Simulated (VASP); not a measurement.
Li, 1 atom in the cell. Symmetry: Im-3m, No. 229, cubic system. The conventional cell has a = 3.600 Å, b = 3.600 Å, c = 3.600 Å, α = 90.00°, β = 90.00°, γ = 90.00°. Within 4.1 Å of Li (site symmetry m-3m) lie 14 Li at 3.12 to 3.60 Å. 

- Program: VASP 6.6.1
- Task: single point
- Functional: PBE
- Potentials or basis: VASP PAW PBE potentials, release 64 (Li_sv)
- Cutoff: 520 eV
- k mesh: 13 × 13 × 13
- Occupations: fermi-dirac, width 0.15 eV
- Spin: no spin polarisation
- Dipole correction: no
- Further INCAR settings: ALGO = Normal; EDIFF = 1e-07; NBANDS = 8

Potentials or basis: VASP PAW PBE potentials, release 64 (Li_sv).

Launch:

```bash
$ cat potpaw_PBE.64/Li_sv/POTCAR > POTCAR
$ mpirun -np 1 vasp_std > vasp.out
```

Hardware: 1 thread of Intel Xeon 8259CL (shared host).

Q: How long does it take, and how much memory?

A: It took 15 s on 1 thread of Intel Xeon 8259CL (shared host), peak memory 0.14 GiB. Counts: scf iterations 12, k points 84.
